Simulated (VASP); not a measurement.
# W in VASP: notebook, part 2 of 2

VASP 6.6.1. The steps go on from the part before.

## Step 3: Single point, LDA (atoms displaced along a vibrational mode)

The input, INCAR:

```
SYSTEM = W
PREC = Accurate
ENCUT = 520
EDIFF = 1E-7
ISMEAR = 0
SIGMA = 0.15
LREAL = .False.
LASPH = .True.
NELM = 60
ALGO = Fast
ISIF = 2
LWAVE = .False.
LCHARG = .True.
GGA = CA
LELF = .True.
LVHAR = .True.
NBANDS = 21
```

The input, KPOINTS:

```
regular mesh
0
Gamma
  16 16 12
  0 0 0
```

The input, POSCAR:

```
W
1.0
    0.0000000000     -1.9862702900     -1.9862702900
    0.0000000000      1.9862702900     -1.9862702900
    3.9725405800      0.0000000000      0.0000000000
W
2
Direct
    0.5508490715      0.4491509285      0.5000000000
   -0.0508490715      0.0508490715      0.0000000000
```

Potentials or basis: VASP PAW LDA potentials, release 64 (W_sv).

Run with:

```console
$ cat potpaw_LDA.64/W_sv/POTCAR > POTCAR
$ mpirun -np 1 vasp_std > vasp.out
```

OUTCAR:

```text
SYSTEM = W
   PREC = Accurate
   ENCUT = 520
   EDIFF = 1E-7
   ISMEAR = 0
   LREAL = .False.
   LASPH = .True.
   NELM = 60
   ISIF = 2
   GGA = CA

 ion  position               nearest neighbor table
   1  0.551  0.449  0.500-   2 2.54   2 2.54   2 2.84   2 2.84   2 2.84   2 2.84   2 3.11   2 3.11

   2  0.949  0.051  0.000-   1 2.54   1 2.54   1 2.84   1 2.84   1 2.84   1 2.84   1 3.11   1 3.11

  LATTYP: Found a simple tetragonal cell.
 ALAT       =     2.8090103827
 C/A-ratio  =     1.4142135624

  Lattice vectors:

 A1 = (   0.0000000000,  -1.9862702900,  -1.9862702900)
 A2 = (   0.0000000000,   1.9862702900,  -1.9862702900)
 A3 = (   3.9725405800,   0.0000000000,   0.0000000000)

Analysis of symmetry for initial positions (statically):
=====================================================================
 Subroutine PRICEL returns:
 Original cell was already a primitive cell.

 Routine SETGRP: Setting up the symmetry group for a
 simple tetragonal supercell.

 Subroutine GETGRP returns: Found  8 space group operations
 (whereof  4 operations were pure point group operations)
 out of a pool of 16 trial point group operations.

The static configuration has the point symmetry C_2v.
 The point group associated with its full space group is D_2h.

Analysis of symmetry for dynamics (positions and initial velocities):
=====================================================================
 Subroutine PRICEL returns:
 Original cell was already a primitive cell.

 Routine SETGRP: Setting up the symmetry group for a
 simple tetragonal supercell.

 Subroutine GETGRP returns: Found  8 space group operations
 (whereof  4 operations were pure point group operations)
 out of a pool of 16 trial point group operations.

The dynamic configuration has the point symmetry C_2v.
 The point group associated with its full space group is D_2h.

 Subroutine INISYM returns: Found  8 space group operations
 (whereof  4 operations are pure point group operations),
 and found     1 'primitive' translations

----------------------------------------------------------------------------------------

                                     Primitive cell

  volume of cell :      31.3455

  direct lattice vectors                    reciprocal lattice vectors
     0.000000000 -1.986270290 -1.986270290     0.000000000 -0.251728077 -0.251728077
     0.000000000  1.986270290 -1.986270290     0.000000000  0.251728077 -0.251728077
     3.972540580  0.000000000  0.000000000     0.251728077  0.000000000  0.000000000

  length of vectors
     2.809010383  2.809010383  3.972540580     0.355997260  0.355997260  0.251728077

  position of ions in fractional coordinates (direct lattice)
     0.550849071  0.449150929  0.500000000
     0.949150929  0.050849071  0.000000000

  ion indices of the primitive-cell ions
   primitive index   ion index
                 1           1
                 2           2

----------------------------------------------------------------------------------------

 KPOINTS: regular mesh

Automatic generation of k-mesh.
 Grid dimensions read from file:
 generate k-points for:   16   16   12

 Generating k-lattice:

  Cartesian coordinates                     Fractional coordinates (reciprocal lattice)
     0.000000000 -0.015733005 -0.015733005     0.062500000  0.000000000  0.000000000
     0.000000000  0.015733005 -0.015733005     0.000000000  0.062500000  0.000000000
     0.020977340  0.000000000  0.000000000     0.000000000  0.000000000  0.083333333

  Length of vectors
     0.022249829  0.022249829  0.020977340

  Shift w.r.t. Gamma in fractional coordinates (k-lattice)
     0.000000000  0.000000000  0.000000000

 Subroutine IBZKPT returns following result:
 ===========================================

 Found    511 irreducible k-points:

 Following reciprocal coordinates:
            Coordinates               Weight
  0.000000  0.000000  0.000000      1.000000
  0.062500  0.000000  0.000000      4.000000
  0.125000  0.000000  0.000000      4.000000
  0.187500  0.000000  0.000000      4.000000
  0.250000  0.000000  0.000000      4.000000
  0.312500  0.000000  0.000000      4.000000
[... 16 lines left out ...]
 -0.062500  0.437500  0.000000      4.000000
  0.500000  0.062500  0.000000      4.000000
 [... further k-points ...]
   k-points           NKPTS =    511   k-points in BZ     NKDIM =    511   number of bands    NBANDS=     21
   number of dos      NEDOS =    301   number of ions     NIONS =      2
   total plane-waves  NPLWV =  17280
   dimension x,y,z NGX =    24 NGY =   24 NGZ =   30
   dimension x,y,z NGXF=    48 NGYF=   48 NGZF=   60
   ions per type =               2
   NGX,Y,Z   is equivalent  to a cutoff of  14.20, 14.20, 12.55 a.u.
   NGXF,Y,Z  is equivalent  to a cutoff of  28.41, 28.41, 25.11 a.u.
 SYSTEM =  W
   PREC   = accura    normal or accurate (medium, high low for compatibility)
   ISTART =      0    job   : 0-new  1-cont  2-samecut
   ICHARG =      2    charge: 1-file 2-atom 10-const
   ISPIN  =      1    spin polarized calculation?
   LNONCOLLINEAR =      F non collinear calculations
   LSORBIT =      F    spin-orbit coupling
   LASPH  =      T    aspherical Exc in radial PAW
   ENCUT  =  520.0 eV  38.22 Ry    6.18 a.u.   5.22  5.22  7.39*2*pi/ulx,y,z
   NELM   =     60;   NELMIN=  2; NELMDL= -5     # of ELM steps
   EDIFF  = 0.1E-06   stopping-criterion for ELM
   LREAL  =      F    real-space projection
   EDIFFG = 0.1E-05   stopping-criterion for IOM
   NSW    =      0    number of steps for IOM
   IBRION =     -1    ionic relax: 0-MD 1-quasi-New 2-CG
   NFREE  =      0    steps in history (QN), initial steepest desc. (CG)
   ISIF   =      2    stress and relaxation
   ISYM   =      2    0-nonsym 1-usesym 2-fastsym
   POTIM  = 0.5000    time-step for ionic-motion
   TEBEG  =    0.0;   TEEND  =   0.0 temperature during run
   PSTRESS=    0.0 pullay stress
   NELECT =      28.0000    total number of electrons
   NUPDOWN=      -1.0000    fix difference up-down
   EMIN   =  10.00;   EMAX   =-10.00  energy-range for DOS
   EFERMI =   0.00;   METHOD = LEGACY
   ISMEAR =     0;   SIGMA  =   0.15  broadening in eV -4-tet -1-fermi 0-gaus
   EFERMI_NEDOS =   21; number of points for ismear=-14 and -15
   IALGO  =     68    algorithm
   IMIX   =      4    mixing-type and parameters
     AMIX     =   0.40;   BMIX     =  1.00
     AMIX_MAG =   1.60;   BMIX_MAG =  1.00
  volume/ion in A,a.u.               =      15.67       105.76
  Fermi-wavevector in a.u.,A,eV,Ry     =   1.576652  2.979440 33.821789  2.485831
  Thomas-Fermi vector in A             =   2.677453
   LORBIT       =      0    0 simple, 1 ext, 2 COOP (PROOUT), +10 PAW based schemes
   GGA     = CA    functional components
   LHFCALC =     F    Hartree Fock is set to
   AEXX    =    0.0000 exact exchange contribution
   IVDW    =     0    specifies the selected vdW correction
   LEPSILON=     F    determine dielectric tensor
   LRPA    =     F    only Hartree local field effects (RPA)
 non-spin polarized calculation
 RMM-DIIS sequential band-by-band and
 Gauss-broadening in eV      SIGMA  =   0.15
  energy-cutoff  :      520.00
  volume of cell :       31.35
 maximum number of plane-waves:       888
 NGX is ok and might be reduce to    24
   NGX = 11   NGY = 11   NGZ = 15

 number of electron      27.9999993 magnetization

 Free energy of the ion-electron system (eV)
  ---------------------------------------------------
  ext. energy  EPLUGINS =         0.00000000
  ---------------------------------------------------
  free energy    TOTEN  =       -26.91955338 eV

  energy without entropy =      -26.90050544  energy(sigma->0) =      -26.91002941

 E-fermi :  11.0822     XC(G=0): -13.8384

 val. band max:       11.0818970714   @ k =  -0.0625   0.2500   0.2500
 cond. band min:      11.0844319931   @ k =  -0.3125   0.4375   0.1667
 fundamental gap:      0.0025349217
 Fermi energy:        11.0822023191

 k-point     1 :       0.0000    0.0000    0.0000
  band No.  band energies     occupation
      1     -62.0659      2.00000
      2     -61.8233      2.00000
      3     -27.3113      2.00000
      4     -26.4169      2.00000
      5     -26.3248      2.00000
      6     -25.9818      2.00000
[... 550 lines left out ...]
      5     -26.8678      2.00000
      6     -26.1924      2.00000
[... 13 lines left out ...]
     20      19.0771      0.00000
     21      22.5678      0.00000

 [... further k-points ...]

------------------------ aborting loop because EDIFF is reached ----------------------------------------

  FORCE on cell =-STRESS in cart. coord.  units (eV):
  Direction    XX          YY          ZZ          XY          YZ          ZX
  --------------------------------------------------------------------------------------
  -------------------------------------------------------------------------------------
  Total        3.8540472      0.5072338      2.4713388      0.0000000      0.0000000      0.0000000
  in kB      196.9938087     25.9264910    126.3187552      0.0000000      0.0000000      0.0000000
  external PRESSURE =     116.4130183 kB  Pullay stress =       0.0000000 kB

 VOLUME and BASIS-vectors are now :
 -----------------------------------------------------------------------------
  energy-cutoff  :      520.00
  volume of cell :       31.35
      direct lattice vectors                 reciprocal lattice vectors
     0.000000000 -1.986270290 -1.986270290     0.000000000 -0.251728077 -0.251728077
     0.000000000  1.986270290 -1.986270290     0.000000000  0.251728077 -0.251728077
     3.972540580  0.000000000  0.000000000     0.251728077  0.000000000  0.000000000

 POSITION                                       TOTAL-FORCE (eV/Angst)
 -----------------------------------------------------------------------------------
      1.98627     -0.20200     -1.98627         0.000000      1.692656      0.000000
      0.00000     -1.78427     -1.98627         0.000000     -1.692656      0.000000
 -----------------------------------------------------------------------------------
    total drift:                                0.000000      0.000000     -0.000000

  FREE ENERGIE OF THE ION-ELECTRON SYSTEM (eV)
  ---------------------------------------------------
  free  energy   TOTEN  =       -26.9195533767 eV

  energy  without entropy=      -26.9005054424  energy(sigma->0) =      -26.91002941
```

OSZICAR:

```text
N       E                     dE             d eps       ncg     rms          rms(c)
DAV:   1     0.271316019284E+03    0.27132E+03   -0.15803E+04 21502   0.155E+03
DAV:   2    -0.188915479078E+02   -0.29021E+03   -0.28263E+03 23039   0.463E+02
DAV:   3    -0.279713874757E+02   -0.90798E+01   -0.88808E+01 24433   0.806E+01
DAV:   4    -0.280598081489E+02   -0.88421E-01   -0.88324E-01 23162   0.833E+00
DAV:   5    -0.280606618343E+02   -0.85369E-03   -0.85368E-03 24327   0.855E-01    0.306E+01
RMM:   6    -0.271684342254E+02    0.89223E+00   -0.90696E-01 22306   0.726E+00    0.133E+01
RMM:   7    -0.269252107681E+02    0.24322E+00   -0.73040E-01 24013   0.624E+00    0.680E-01
RMM:   8    -0.269191802097E+02    0.60306E-02   -0.34961E-02 27061   0.158E+00    0.319E-01
RMM:   9    -0.269194732495E+02   -0.29304E-03   -0.68108E-03 26927   0.747E-01    0.894E-02
RMM:  10    -0.269195314861E+02   -0.58237E-04   -0.89746E-04 29015   0.299E-01    0.198E-02
RMM:  11    -0.269195498648E+02   -0.18379E-04   -0.22238E-04 28064   0.139E-01    0.123E-02
RMM:  12    -0.269195525389E+02   -0.26741E-05   -0.36688E-05 28916   0.578E-02    0.107E-02
RMM:  13    -0.269195532540E+02   -0.71507E-06   -0.11901E-05 26758   0.307E-02    0.109E-03
RMM:  14    -0.269195533383E+02   -0.84355E-07   -0.12082E-06 24181   0.948E-03    0.106E-03
RMM:  15    -0.269195533767E+02   -0.38366E-07   -0.37750E-07 19222   0.505E-03
   1 F= -.26919553E+02 E0= -.26910029E+02  d E =-.190479E-01
```

stdout:

```text
POSCAR found type information on POSCAR W
 POSCAR found :  1 types and       2 ions
 scaLAPACK will be used
 LDA part: xc-table for (Slater(with rela. corr.)+CA(PZ))
 , standard interpolation
 POSCAR, INCAR and KPOINTS ok, starting setup
 FFT: planning ... GRIDC
[... 20 lines left out ...]
 num prob  num prob WARNING in EDDRMM: call to ZHEGV failed, returncode =   8  4     17
WARNING in EDDRMM: call to ZHEGV failed, returncode =   8  4     17
WARNING in EDDRMM: call to ZHEGV failed, returncode =   8  4     19
WARNING in EDDRMM: call to ZHEGV failed, returncode =   8  4     19
 num prob WARNING in EDDRMM: call to ZHEGV failed, returncode =   8  4     17
WARNING in EDDRMM: call to ZHEGV failed, returncode =   8  4     19
WARNING in EDDRMM: call to ZHEGV failed, returncode =   6  3     17
WARNING in EDDRMM: call to ZHEGV failed, returncode =   8  4     17
WARNING in EDDRMM: call to ZHEGV failed, returncode =   6  3     17
WARNING in EDDRMM: call to ZHEGV failed, returncode =   8  4     20
```

Run time: 1.8 min. Hardware: 1 thread of Intel Xeon 6975P-C (Granite Rapids), shared host; peak memory 0.35 GiB.

What came out:

| Quantity | Value |
| --- | --- |
| Free energy | -26.9196 eV |
| Pressure | 11.6 GPa |
| Largest force | 1.693 eV/Å |
| Band gap on the k mesh | zero (bands 14 and 15 overlap by 3.94 eV) |

Forces on the atoms (eV/Å):
```
W    0.000  1.693  0.000
W    0.000 -1.693  0.000
```

Stress tensor (GPa, compression positive):
```
19.70  0.00  0.00
 0.00  2.59  0.00
 0.00  0.00 12.63
```

Caveat: the cell differs from its parent crystal (atoms displaced along a vibrational mode); the cell stands under pressure; spin-orbit coupling is left out, which moves the levels of the heavy elements; forces of over 1 eV/Å act on the atoms, so gaps and moduli don't describe the material at rest.
